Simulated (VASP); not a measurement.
# Au (Fd-3m) in VASP: further runs

Au is run at these levels: PBE; tasks: relaxation of cell and atoms, single point.

Everything below comes from runs of VASP 6.6.1. Logs are shortened: lines on timing, memory, paths and dates and some standing lists are left out, and cuts for length are marked.

### Step 1. The cell of the first run

Symmetry: Fd-3m, No. 227, cubic system. Conventional cell: a = 5.600 Å, b = 5.600 Å, c = 5.600 Å, α = 90.00°, β = 90.00°, γ = 90.00°. Within 3.2 Å of Au (site symmetry -43m) lie 4 Au at 2.42 Å.

### Step 2. Relaxation of cell and atoms, PBE

The input, INCAR:

```
SYSTEM = Au
PREC = Accurate
ENCUT = 600
EDIFF = 1E-6
ISMEAR = 0
SIGMA = 0.1
LREAL = .False.
LASPH = .True.
NELM = 60
ALGO = Normal
ISIF = 3
LWAVE = .False.
LCHARG = .False.
GGA = PE
IBRION = 2
NSW = 80
EDIFFG = -0.01
```

The input, KPOINTS:

```
Automatic mesh
0
Gamma
  8 8 8
  0 0 0
```

The input, POSCAR:

```
Au
1.0
    0.0000000000      2.8000000000      2.8000000000
    2.8000000000      0.0000000000      2.8000000000
    2.8000000000      2.8000000000      0.0000000000
Au
2
Direct
    0.0000000000      0.0000000000      0.0000000000
    0.2500000000      0.2500000000      0.2500000000
```

Potentials or basis: VASP PAW PBE potentials, release 64 (Au).

On the command line:

```bash
> cat potpaw_PBE.64/Au/POTCAR > POTCAR
> mpirun -np 1 vasp_std > vasp.out
```

OUTCAR:

```text
SYSTEM = Au
   PREC = Accurate
   ENCUT = 600
   EDIFF = 1E-6
   ISMEAR = 0
   LREAL = .False.
   LASPH = .True.
   NELM = 60
   ISIF = 3
   GGA = PE
   IBRION = 2
   NSW = 80
   EDIFFG = -0.01

 ion  position               nearest neighbor table
   1  0.000  0.000  0.000-   2 2.42   2 2.42   2 2.42   2 2.42
   2  0.250  0.250  0.250-   1 2.42   1 2.42   1 2.42   1 2.42

  LATTYP: Found a face centered cubic cell.
 ALAT       =     5.6000000000

  Lattice vectors:

 A1 = (   0.0000000000,   2.8000000000,   2.8000000000)
 A2 = (   2.8000000000,   0.0000000000,   2.8000000000)
 A3 = (   2.8000000000,   2.8000000000,   0.0000000000)

Analysis of symmetry for initial positions (statically):
=====================================================================
 Subroutine PRICEL returns:
 Original cell was already a primitive cell.

 Routine SETGRP: Setting up the symmetry group for a
 face centered cubic supercell.

 Subroutine GETGRP returns: Found 48 space group operations
 (whereof 24 operations were pure point group operations)
 out of a pool of 48 trial point group operations.

The static configuration has the point symmetry T_d .
 The point group associated with its full space group is O_h .

Analysis of symmetry for dynamics (positions and initial velocities):
=====================================================================
 Subroutine PRICEL returns:
 Original cell was already a primitive cell.

 Routine SETGRP: Setting up the symmetry group for a
 face centered cubic supercell.

 Subroutine GETGRP returns: Found 48 space group operations
 (whereof 24 operations were pure point group operations)
 out of a pool of 48 trial point group operations.

The dynamic configuration has the point symmetry T_d .
 The point group associated with its full space group is O_h .

 Subroutine INISYM returns: Found 48 space group operations
 (whereof 24 operations are pure point group operations),
 and found     1 'primitive' translations

----------------------------------------------------------------------------------------

                                     Primitive cell

  volume of cell :      43.9040

  direct lattice vectors                    reciprocal lattice vectors
     0.000000000  2.800000000  2.800000000    -0.178571429  0.178571429  0.178571429
     2.800000000  0.000000000  2.800000000     0.178571429 -0.178571429  0.178571429
     2.800000000  2.800000000  0.000000000     0.178571429  0.178571429 -0.178571429

  length of vectors
     3.959797975  3.959797975  3.959797975     0.309294787  0.309294787  0.309294787

  position of ions in fractional coordinates (direct lattice)
     0.000000000  0.000000000  0.000000000
     0.250000000  0.250000000  0.250000000

  ion indices of the primitive-cell ions
   primitive index   ion index
                 1           1
                 2           2

----------------------------------------------------------------------------------------

 KPOINTS: Automatic mesh

Automatic generation of k-mesh.
 Grid dimensions read from file:
 generate k-points for:    8    8    8

 Generating k-lattice:

  Cartesian coordinates                     Fractional coordinates (reciprocal lattice)
    -0.022321429  0.022321429  0.022321429     0.125000000  0.000000000  0.000000000
     0.022321429 -0.022321429  0.022321429     0.000000000  0.125000000  0.000000000
     0.022321429  0.022321429 -0.022321429     0.000000000  0.000000000  0.125000000

  Length of vectors
     0.038661848  0.038661848  0.038661848

  Shift w.r.t. Gamma in fractional coordinates (k-lattice)
     0.000000000  0.000000000  0.000000000

 Subroutine IBZKPT returns following result:
 ===========================================

 Found     29 irreducible k-points:

 Following reciprocal coordinates:
            Coordinates               Weight
  0.000000  0.000000  0.000000      1.000000
  0.125000  0.000000  0.000000      8.000000
  0.250000  0.000000  0.000000      8.000000
  0.375000  0.000000  0.000000      8.000000
  0.500000  0.000000  0.000000      4.000000
  0.125000  0.125000  0.000000      6.000000
[... 16 lines left out ...]
  0.500000  0.250000  0.125000     48.000000
 -0.375000  0.250000  0.125000     24.000000
 [... further k-points ...]
   k-points           NKPTS =     29   k-points in BZ     NKDIM =     29   number of bands    NBANDS=     15
   number of dos      NEDOS =    301   number of ions     NIONS =      2
   total plane-waves  NPLWV =  32768
   dimension x,y,z NGX =    32 NGY =   32 NGZ =   32
   dimension x,y,z NGXF=    64 NGYF=   64 NGZF=   64
   ions per type =               2
   NGX,Y,Z   is equivalent  to a cutoff of  13.43, 13.43, 13.43 a.u.
   NGXF,Y,Z  is equivalent  to a cutoff of  26.87, 26.87, 26.87 a.u.
 SYSTEM =  Au
   PREC   = accura    normal or accurate (medium, high low for compatibility)
   ISTART =      0    job   : 0-new  1-cont  2-samecut
   ICHARG =      2    charge: 1-file 2-atom 10-const
   ISPIN  =      1    spin polarized calculation?
   LNONCOLLINEAR =      F non collinear calculations
   LSORBIT =      F    spin-orbit coupling
   LASPH  =      T    aspherical Exc in radial PAW
   ENCUT  =  600.0 eV  44.10 Ry    6.64 a.u.   7.91  7.91  7.91*2*pi/ulx,y,z
   NELM   =     60;   NELMIN=  2; NELMDL= -5     # of ELM steps
   EDIFF  = 0.1E-05   stopping-criterion for ELM
   LREAL  =      F    real-space projection
   EDIFFG = -.1E-01   stopping-criterion for IOM
   NSW    =     80    number of steps for IOM
   IBRION =      2    ionic relax: 0-MD 1-quasi-New 2-CG
   NFREE  =      1    steps in history (QN), initial steepest desc. (CG)
   ISIF   =      3    stress and relaxation
   ISYM   =      2    0-nonsym 1-usesym 2-fastsym
   POTIM  = 0.5000    time-step for ionic-motion
   TEBEG  =    0.0;   TEEND  =   0.0 temperature during run
   PSTRESS=    0.0 pullay stress
   NELECT =      22.0000    total number of electrons
   NUPDOWN=      -1.0000    fix difference up-down
   EMIN   =  10.00;   EMAX   =-10.00  energy-range for DOS
   EFERMI =   0.00;   METHOD = LEGACY
   ISMEAR =     0;   SIGMA  =   0.10  broadening in eV -4-tet -1-fermi 0-gaus
   EFERMI_NEDOS =   21; number of points for ismear=-14 and -15
   IALGO  =     38    algorithm
   IMIX   =      4    mixing-type and parameters
     AMIX     =   0.40;   BMIX     =  1.00
     AMIX_MAG =   1.60;   BMIX_MAG =  1.00
  volume/ion in A,a.u.               =      21.95       148.14
  Fermi-wavevector in a.u.,A,eV,Ry     =   1.300312  2.457234 23.004897  1.690812
  Thomas-Fermi vector in A             =   2.431519
   LORBIT       =      0    0 simple, 1 ext, 2 COOP (PROOUT), +10 PAW based schemes
   GGA     = PE    functional components
   LHFCALC =     F    Hartree Fock is set to
   AEXX    =    0.0000 exact exchange contribution
   IVDW    =     0    specifies the selected vdW correction
   LEPSILON=     F    determine dielectric tensor
   LRPA    =     F    only Hartree local field effects (RPA)
 conjugate gradient relaxation of ions
 non-spin polarized calculation
 Gauss-broadening in eV      SIGMA  =   0.10
  energy-cutoff  :      600.00
  volume of cell :       43.90
 maximum number of plane-waves:      1477
   NGX = 15   NGY = 15   NGZ = 15

--------------------------------------- Ionic step        1  -------------------------------------------

 number of electron      21.9999998 magnetization

 Free energy of the ion-electron system (eV)
  ---------------------------------------------------
  ext. energy  EPLUGINS =         0.00000000
  ---------------------------------------------------
  free energy    TOTEN  =        -3.89104482 eV

  energy without entropy =       -3.88903705  energy(sigma->0) =       -3.89004094

 E-fermi :   5.9734     XC(G=0): -10.8499

 val. band max:        5.7809748196   @ k =   0.5000   0.0000   0.0000
 cond. band min:       6.0127654186   @ k =  -0.3750   0.3750   0.0000
 fundamental gap:      0.2317905991
 Fermi energy:         5.9733510680

 k-point     1 :       0.0000    0.0000    0.0000
  band No.  band energies     occupation
      1      -1.9647      2.00000
      2       0.2660      2.00000
      3       0.2660      2.00000
      4       0.4098      2.00000
      5       0.4098      2.00000
      6       0.4098      2.00000
      7       3.0018      2.00000
      8       3.0018      2.00000
      9       3.0018      2.00000
     10       4.7171      2.00000
     11       4.7171      2.00000
     12      16.5013      0.00000
     13      16.5921      0.00000
     14      17.6114      0.00000
     15      17.6114      0.00000

 k-point     2 :       0.1250    0.0000    0.0000
  band No.  band energies     occupation
      1      -1.7259      2.00000
      2       0.0953      2.00000
      3       0.0953      2.00000
      4       0.3905      2.00000
      5       0.6535      2.00000
      6       0.6535      2.00000
      7       2.9018      2.00000
      8       2.9758      2.00000
      9       2.9758      2.00000
     10       4.7144      2.00000
     11       4.7144      2.00000
     12      13.9588      0.00000
     13      16.2667      0.00000
     14      16.4360      0.00000
     15      16.4360      0.00000
[... 517 lines left out ...]
 VOLUME and BASIS-vectors are now :
 -----------------------------------------------------------------------------
  energy-cutoff  :      600.00
  volume of cell :       58.67
      direct lattice vectors                 reciprocal lattice vectors
     0.000000000  3.084031565  3.084031565    -0.162125448  0.162125448  0.162125448
     3.084031565  0.000000000  3.084031565     0.162125448 -0.162125448  0.162125448
     3.084031565  3.084031565  0.000000000     0.162125448  0.162125448 -0.162125448

 POSITION                                       TOTAL-FORCE (eV/Angst)
 -----------------------------------------------------------------------------------
      0.00000      0.00000      0.00000         0.000000      0.000000      0.000000
      1.54202      1.54202      1.54202        -0.000000     -0.000000     -0.000000
 -----------------------------------------------------------------------------------
    total drift:                               -0.000000      0.000000      0.000000

  FREE ENERGIE OF THE ION-ELECTRON SYSTEM (eV)
  ---------------------------------------------------
  free  energy   TOTEN  =        -5.0099932464 eV

  energy  without entropy=       -5.0053299527  energy(sigma->0) =       -5.00766160

--------------------------------------- Ionic step        5  -------------------------------------------

 number of electron      21.9999996 magnetization

 Free energy of the ion-electron system (eV)
  ---------------------------------------------------
  ext. energy  EPLUGINS =         0.00000000
  ---------------------------------------------------
  free energy    TOTEN  =        -5.01038604 eV

  energy without entropy =       -5.00580906  energy(sigma->0) =       -5.00809755

 E-fermi :   2.8223     XC(G=0):  -9.3168

 val. band max:        2.7800583696   @ k =  -0.3750   0.2500   0.1250
 cond. band min:       2.9082167041   @ k =   0.5000   0.1250   0.0000
 fundamental gap:      0.1281583345
 Fermi energy:         2.8222561563

 k-point     1 :       0.0000    0.0000    0.0000
  band No.  band energies     occupation
      1      -3.0962      2.00000
      2      -1.2263      2.00000
      3      -1.2263      2.00000
      4      -1.2263      2.00000
      5      -1.2227      2.00000
      6      -1.2227      2.00000
      7       0.5560      2.00000
      8       0.5560      2.00000
      9       0.5560      2.00000
     10       1.5240      2.00000
     11       1.5240      2.00000
     12      11.2695      0.00000
     13      12.2733      0.00000
     14      12.2733      0.00000
     15      12.2733      0.00000

 k-point     2 :       0.1250    0.0000    0.0000
  band No.  band energies     occupation
      1      -2.9188      2.00000
      2      -1.3734      2.00000
      3      -1.3734      2.00000
      4      -1.2400      2.00000
      5      -1.0274      2.00000
      6      -1.0274      2.00000
      7       0.5287      2.00000
      8       0.5383      2.00000
      9       0.5383      2.00000
     10       1.5277      2.00000
     11       1.5277      2.00000
     12       9.2623      0.00000
     13      11.4621      0.00000
     14      11.4621      0.00000
     15      11.6180      0.00000
[... 409 lines left out ...]
 VOLUME and BASIS-vectors are now :
 -----------------------------------------------------------------------------
  energy-cutoff  :      600.00
  volume of cell :       58.29
      direct lattice vectors                 reciprocal lattice vectors
     0.000000000  3.077410630  3.077410630    -0.162474255  0.162474255  0.162474255
     3.077410630  0.000000000  3.077410630     0.162474255 -0.162474255  0.162474255
     3.077410630  3.077410630  0.000000000     0.162474255  0.162474255 -0.162474255

 POSITION                                       TOTAL-FORCE (eV/Angst)
 -----------------------------------------------------------------------------------
      0.00000      0.00000      0.00000        -0.000000     -0.000000     -0.000000
      1.53871      1.53871      1.53871         0.000000      0.000000      0.000000
 -----------------------------------------------------------------------------------
    total drift:                               -0.000000      0.000000      0.000000

  FREE ENERGIE OF THE ION-ELECTRON SYSTEM (eV)
  ---------------------------------------------------
  free  energy   TOTEN  =        -5.0103860378 eV

  energy  without entropy=       -5.0058090635  energy(sigma->0) =       -5.00809755

 reached required accuracy - stopping structural energy minimisation
```

It took 54 s on 1 thread of Intel Xeon Platinum 8488C (Sapphire Rapids), shared host; peak memory 0.19 GiB.

What came out:

| Quantity | Value |
| --- | --- |
| Free energy | -5.0104 eV |
| Relaxed volume | 29.14 Å³/atom |
| Relaxed cell | a = 4.352 Å, b = 4.352 Å, c = 4.352 Å, α = 60.00°, β = 60.00°, γ = 60.00° |
| Space group after relaxing (to 0.05 Å) | Fd-3m (No. 227) |
| Energy gained by relaxing | 559.7 meV/atom |
| Ionic steps | 5 |
| Pressure after relaxing | 0.0 GPa |
| Band gap on the k mesh | zero (band 11 reaches 3.05 eV, above the bottom of band 12 at 2.41 eV) |

The path:
| step | energy change (eV) | largest force (eV/Å) | pressure (GPa) | volume (Å³) |
| --- | --- | --- | --- | --- |
| 1 | 0.0000 | 0.0000 | 34.28 | 43.90 |
| 2 | -0.4405 | 0.0000 | -6.66 | 81.02 |
| 3 | -1.1175 | 0.0000 | -0.70 | 59.11 |
| 4 | -1.1189 | 0.0000 | -0.32 | 58.67 |
| 5 | -1.1193 | 0.0000 | 0.00 | 58.29 |

Final structure:
```yaml
crystal:
  lattice:
    - [0.00000, 3.07741, 3.07741]
    - [3.07741, 0.00000, 3.07741]
    - [3.07741, 3.07741, 0.00000]
  atoms:
    - { symbol: Au, position: [0.00000, 0.00000, 0.00000] }
    - { symbol: Au, position: [0.25000, 0.25000, 0.25000] }
```

Caveat: the volume moved by over 15 % at a fixed basis, so the end points are rough; spin-orbit coupling is left out, which moves the levels of the heavy elements.

(Continued in part 2 of 2.)
